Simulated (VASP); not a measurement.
CrMo3, 4 atoms in the cell. Symmetry: Pm-3m, No. 221, cubic system. The conventional cell has a = 3.878 Å, b = 3.878 Å, c = 3.878 Å, α = 90.00°, β = 90.00°, γ = 90.00°. Within 3.6 Å of Mo (site symmetry 4/mmm) lie 8 Mo at 2.74 Å and 4 Cr at 2.74 Å. Within 3.6 Å of Cr (site symmetry m-3m) lie 12 Mo at 2.74 Å. 

* Program: VASP 6.6.1
* Task: single point
* Functional: PBEsol
* Potentials or basis: VASP PAW PBE potentials, release 64 (Mo_sv, Cr_pv)
* Cutoff: 520 eV
* k mesh: 12 × 12 × 12
* Occupations: gaussian, width 0.1 eV
* Spin: collinear spin, ferromagnetic start
* Starting moments: [0.26, 0.26, 0.26, 2.58] μB
* Fixed moment: 3.5 μB
* Dipole correction: no
* Further INCAR settings: ALGO = Normal; EDIFF = 1e-06; NBANDS = 39

Potentials or basis: VASP PAW PBE potentials, release 64 (Mo_sv, Cr_pv).

Launch:

```sh
$ cat potpaw_PBE.64/Mo_sv/POTCAR potpaw_PBE.64/Cr_pv/POTCAR > POTCAR
$ mpirun -np 1 vasp_std > vasp.out
```

Hardware: 1 thread of Intel Xeon 8259CL, on a shared host.

Task: Estimate the wall time of this run.

Result: Run time: 14 min on 1 thread of Intel Xeon 8259CL, on a shared host, peak memory 0.35 GiB. Counts: scf iterations 17, k points 84.
